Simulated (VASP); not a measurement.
# CoH (Fm-3m) in VASP: notebook

The runs below take CoH through single point, relaxation of cell and atoms, with PBEsol.

Everything below comes from runs of VASP 6.6.1. Logs are shortened: lines on timing, memory, paths and dates and some standing lists are left out, and cuts for length are marked.

### Step 1. The cell of the first run

Symmetry: Fm-3m, No. 225, cubic system. Conventional cell: a = 3.605 Å, b = 3.605 Å, c = 3.605 Å, α = 90.00°, β = 90.00°, γ = 90.00°. Within 2.4 Å of Co (site symmetry m-3m) lie 6 H at 1.80 Å. Within 2.4 Å of H (site symmetry m-3m) lie 6 Co at 1.80 Å.

### Step 2. Single point, PBEsol, collinear spin, ferromagnetic start

Contents of INCAR:

```
SYSTEM = CoH
  PREC = Accurate
  ENCUT = 520
  EDIFF = 1E-6
  ISMEAR = -1
  SIGMA = 0.1
  LREAL = .False.
  LASPH = .True.
  NELM = 150
  ALGO = Normal
  ISIF = 2
  LWAVE = .False.
  LCHARG = .True.
  ISPIN = 2
  MAGMOM = 3.2 0
  LORBIT = 11
  LMAXMIX = 4
  GGA = PS
  LELF = .True.
  LVHAR = .True.
  NBANDS = 16
```

Contents of KPOINTS:

```
regular mesh
0
Gamma
  15 15 15
  0 0 0
```

Contents of POSCAR:

```
CoH
1.0
    0.0000000000      1.8022910126      1.8022910126
    1.8022910126      0.0000000000      1.8022910126
    1.8022910126      1.8022910126      0.0000000000
Co H
1 1
Direct
    0.0000000000      0.0000000000      0.0000000000
    0.5000000000      0.5000000000      0.5000000000
```

Potentials or basis: VASP PAW PBE potentials, release 64 (Co, H).

Run with:

```sh
cat potpaw_PBE.64/Co/POTCAR potpaw_PBE.64/H/POTCAR > POTCAR
mpirun -np 1 vasp_std > vasp.out
```

OUTCAR:

```text
SYSTEM = CoH
   PREC = Accurate
   ENCUT = 520
   EDIFF = 1E-6
   ISMEAR = -1
   LREAL = .False.
   LASPH = .True.
   NELM = 150
   ISIF = 2
   ISPIN = 2
   LORBIT = 11
   GGA = PS

 ion  position               nearest neighbor table
   1  0.000  0.000  0.000-   2 1.80   2 1.80   2 1.80   2 1.80   2 1.80   2 1.80
   2  0.500  0.500  0.500-   1 1.80   1 1.80   1 1.80   1 1.80   1 1.80   1 1.80

  LATTYP: Found a face centered cubic cell.
 ALAT       =     3.6045820252

  Lattice vectors:

 A1 = (   0.0000000000,   1.8022910126,   1.8022910126)
 A2 = (   1.8022910126,   0.0000000000,   1.8022910126)
 A3 = (   1.8022910126,   1.8022910126,   0.0000000000)

Analysis of symmetry for initial positions (statically):
=====================================================================
 Subroutine PRICEL returns:
 Original cell was already a primitive cell.

 Routine SETGRP: Setting up the symmetry group for a
 face centered cubic supercell.

 Subroutine GETGRP returns: Found 48 space group operations
 (whereof 48 operations were pure point group operations)
 out of a pool of 48 trial point group operations.

The static configuration has the point symmetry O_h .

Analysis of symmetry for dynamics (positions and initial velocities):
=====================================================================
 Subroutine PRICEL returns:
 Original cell was already a primitive cell.

 Routine SETGRP: Setting up the symmetry group for a
 face centered cubic supercell.

 Subroutine GETGRP returns: Found 48 space group operations
 (whereof 48 operations were pure point group operations)
 out of a pool of 48 trial point group operations.

The dynamic configuration has the point symmetry O_h .

Analysis of structural, dynamic, and magnetic symmetry:
=====================================================================
 Subroutine PRICEL returns:
 Original cell was already a primitive cell.

 Routine SETGRP: Setting up the symmetry group for a
 face centered cubic supercell.

 Subroutine GETGRP returns: Found 48 space group operations
 (whereof 48 operations were pure point group operations)
 out of a pool of 48 trial point group operations.

The overall configuration has the point symmetry O_h .

 Subroutine INISYM returns: Found 48 space group operations
 (whereof 48 operations are pure point group operations),
 and found     1 'primitive' translations

----------------------------------------------------------------------------------------

[... 110 lines left out ...]
   IMIX   =      4    mixing-type and parameters
     AMIX     =   0.40;   BMIX     =  1.00
     AMIX_MAG =   1.60;   BMIX_MAG =  1.00
  volume/ion in A,a.u.               =       5.85        39.51
  Fermi-wavevector in a.u.,A,eV,Ry     =   1.553245  2.935207 32.825001  2.412569
  Thomas-Fermi vector in A             =   2.657504
   LORBIT       =     11    0 simple, 1 ext, 2 COOP (PROOUT), +10 PAW based schemes
   GGA     = PS    functional components
   LHFCALC =     F    Hartree Fock is set to
   AEXX    =    0.0000 exact exchange contribution
   IVDW    =     0    specifies the selected vdW correction
   LEPSILON=     F    determine dielectric tensor
   LRPA    =     F    only Hartree local field effects (RPA)
 spin polarized calculation
  energy-cutoff  :      520.00
  volume of cell :       11.71
 maximum number of plane-waves:       331
   NGX =  9   NGY =  9   NGZ =  9

 number of electron      10.0000004 magnetization       1.0714443

 Free energy of the ion-electron system (eV)
  ---------------------------------------------------
  ext. energy  EPLUGINS =         0.00000000
  ---------------------------------------------------
  free energy    TOTEN  =       -11.16671755 eV

  energy without entropy =      -11.12514693  energy(sigma->0) =      -11.14593224

 E-fermi :  11.1000     XC(G=0): -13.9459

 val. band max:       11.0924595917   @ k =   0.3333   0.0000   0.0000
 cond. band min:      11.1074223837   @ k =   0.4667   0.4000   0.0667
 fundamental gap:      0.0149627919
 Fermi energy:        11.1000221206

 spin component 1

 k-point     1 :       0.0000    0.0000    0.0000
  band No.  band energies     occupation
      1      -2.0008      1.00000
      2       8.3538      1.00000
      3       8.3538      1.00000
      4       8.3538      1.00000
      5       9.5264      1.00000
      6       9.5264      1.00000
[... 435 lines left out ...]
      5       9.0534      1.00000
      6       9.7192      1.00000
[... 8 lines left out ...]
     15      44.0810      0.00000
     16      48.1906      0.00000

 [... further k-points ...]

 spin component 2

 k-point     1 :       0.0000    0.0000    0.0000
  band No.  band energies     occupation
      1      -1.9876      1.00000
      2       9.4970      1.00000
      3       9.4970      1.00000
      4       9.4970      1.00000
      5      10.5497      0.99594
      6      10.5497      0.99594
[... 435 lines left out ...]
      5      10.0999      0.99995
      6      10.7650      0.96611
[... 8 lines left out ...]
     15      44.1378      0.00000
     16      48.8708      0.00000

 [... further k-points ...]
[... 5 lines left out ...]
  --------------------------------------------------------------------------------------
  -------------------------------------------------------------------------------------
  Total        0.6975083      0.6975083      0.6975083      0.0000000      0.0000000      0.0000000
  in kB       95.4454453     95.4454453     95.4454453      0.0000000      0.0000000      0.0000000
  external PRESSURE =      95.4454453 kB  Pullay stress =       0.0000000 kB

 VOLUME and BASIS-vectors are now :
 -----------------------------------------------------------------------------
  energy-cutoff  :      520.00
  volume of cell :       11.71
      direct lattice vectors                 reciprocal lattice vectors
     0.000000000  1.802291013  1.802291013    -0.277424676  0.277424676  0.277424676
     1.802291013  0.000000000  1.802291013     0.277424676 -0.277424676  0.277424676
     1.802291013  1.802291013  0.000000000     0.277424676  0.277424676 -0.277424676

 POSITION                                       TOTAL-FORCE (eV/Angst)
 -----------------------------------------------------------------------------------
      0.00000      0.00000      0.00000        -0.000000      0.000000      0.000000
      1.80229      1.80229      1.80229         0.000000     -0.000000     -0.000000
 -----------------------------------------------------------------------------------
    total drift:                                0.000000     -0.000000     -0.000000

  FREE ENERGIE OF THE ION-ELECTRON SYSTEM (eV)
  ---------------------------------------------------
  free  energy   TOTEN  =       -11.1667175471 eV

  energy  without entropy=      -11.1251469319  energy(sigma->0) =      -11.14593224

 total charge

# of ion       s       p       d       tot
------------------------------------------
    1        0.430   0.608   7.492   8.530
    2        0.515   0.047   0.000   0.562
--------------------------------------------------
tot          0.945   0.655   7.492   9.092

 magnetization (x)

# of ion       s       p       d       tot
------------------------------------------
    1       -0.007  -0.019   1.119   1.093
    2       -0.007  -0.003   0.000  -0.010
--------------------------------------------------
tot         -0.014  -0.022   1.119   1.083
```

OSZICAR:

```text
N       E                     dE             d eps       ncg     rms          rms(c)
DAV:   1     0.292650716775E+02    0.29265E+02   -0.40854E+03  8120   0.747E+02
DAV:   2    -0.107762738983E+02   -0.40041E+02   -0.36481E+02  8840   0.152E+02
DAV:   3    -0.120699113940E+02   -0.12936E+01   -0.12877E+01  9784   0.277E+01
DAV:   4    -0.120776147077E+02   -0.77033E-02   -0.77021E-02  9496   0.200E+00
DAV:   5    -0.120777157891E+02   -0.10108E-03   -0.10108E-03  9880   0.216E-01    0.158E+01
DAV:   6    -0.114483189883E+02    0.62940E+00   -0.12816E+01 10672   0.400E+01    0.498E+00
DAV:   7    -0.111914178787E+02    0.25690E+00   -0.19101E+00  9520   0.145E+01    0.295E+00
DAV:   8    -0.111711052907E+02    0.20313E-01   -0.30611E-02 10576   0.117E+00    0.148E+00
DAV:   9    -0.111675064146E+02    0.35989E-02   -0.29555E-03 11696   0.284E-01    0.443E-01
DAV:  10    -0.111667252771E+02    0.78114E-03   -0.68071E-04 12096   0.151E-01    0.744E-02
DAV:  11    -0.111667134693E+02    0.11808E-04   -0.40355E-05 11072   0.415E-02    0.262E-02
DAV:  12    -0.111667171815E+02   -0.37121E-05   -0.68248E-06  9416   0.247E-02    0.678E-03
DAV:  13    -0.111667175471E+02   -0.36559E-06   -0.34801E-07  5672   0.682E-03
   1 F= -.11166718E+02 E0= -.11145932E+02  d E =-.415706E-01  mag=     1.0711
```

stdout:

```text
POSCAR found type information on POSCAR CoH
 POSCAR found :  2 types and       2 ions
 scaLAPACK will be used
 -----------------------------------------------------------------------------
|                                                                             |
|                                                                             |
|     You enforced a specific xc type in the INCAR file but a different       |
|     I HOPE YOU KNOW WHAT YOU ARE DOING!                                     |
|                                                                             |
 -----------------------------------------------------------------------------

 LDA part: xc-table for (Slater+PW92), standard interpolation
 POSCAR, INCAR and KPOINTS ok, starting setup
 FFT: planning ... GRIDC
 FFT: planning ... GRID_SOFT
 FFT: planning ... GRID
 WAVECAR not read
 entering main loop
```

Wall time 30 s (1 thread of Intel Xeon Platinum 8559C (Emerald Rapids), shared host); peak memory 0.15 GiB.

Results:

```yaml
Free_energy: -11.1667 eV
Pressure: 9.5 GPa
Net_moment: 1.07 μB per cell
Site_moments: Co +1.09; H -0.01 μB
Valence_electrons_inside_the_program's_atomic_spheres: Co 8.53; H 0.56
```

Caveat: the PAW data sets were made with another functional, which shifts forces and pressure a little.

(Part 1 of 2 ends here.)
